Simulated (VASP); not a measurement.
Crystal: GaN.

```xyz
2
Lattice="0.0000 2.2535 2.2535 2.2535 0.0000 2.2535 2.2535 2.2535 0.0000" Properties=species:S:1:pos:R:3 pbc="T T T"
Ga    0.0000    0.0000    0.0000
N     1.1268    1.1268    1.1268
```

- Program: VASP 6.6.1
- Task: relaxation of cell and atoms
- Functional: RPBE
- Potentials or basis: VASP PAW PBE potentials, release 64 (Ga_d, N)
- Cutoff: 600 eV
- k mesh: 10 × 10 × 10
- Occupations: fermi-dirac, width 0.05 eV
- Spin: no spin polarisation

At the start: pressure 8.9 GPa; volume 11.44 Å³/atom.

Problem. How do energy, volume and symmetry change on relaxing?

Solution. Over 15 steps the energy falls by 15.5 meV/atom and the volume is 12.02 Å³/atom (+5.1 %); space group F-43m (No. 216, to 0.05 Å).

The path:
```tsv
step	energy change (eV)	largest force (eV/Å)	pressure (GPa)	volume (Å³)
1	0.0000	0.0000	8.86	22.89
2	-0.0124	0.0000	-5.71	25.05
3	-0.0309	0.0000	-0.13	24.06
4	-0.0309	0.0000	0.16	24.04
5	-0.0309	0.0000	0.16	24.04
6	-0.0309	0.0000	0.18	24.04
7	-0.0309	0.0000	0.11	24.04
8	-0.0309	0.0000	0.14	24.04
9	-0.0309	0.0000	0.13	24.04
10	-0.0309	0.0000	0.13	24.04
11	-0.0309	0.0000	0.13	24.04
12	-0.0309	0.0000	0.13	24.04
13	-0.0309	0.0000	0.14	24.04
14	-0.0309	0.0000	0.15	24.05
15	-0.0309	0.0000	-0.04	24.05
```

Final structure:
```cif
data_structure
_symmetry_space_group_name_H-M 'P 1'
_symmetry_Int_Tables_number 1
_cell_length_a 3.2399
_cell_length_b 3.2399
_cell_length_c 3.2399
_cell_angle_alpha 60.000
_cell_angle_beta 60.000
_cell_angle_gamma 60.000
_cell_volume 24.05
loop_
_atom_site_label
_atom_site_type_symbol
_atom_site_fract_x
_atom_site_fract_y
_atom_site_fract_z
_atom_site_occupancy
Ga1 Ga 0.00000 0.00000 0.00000 1
N1 N 0.25000 0.25000 0.25000 1
```

Caveat: the PAW data sets were made with another functional, which shifts forces and pressure a little.
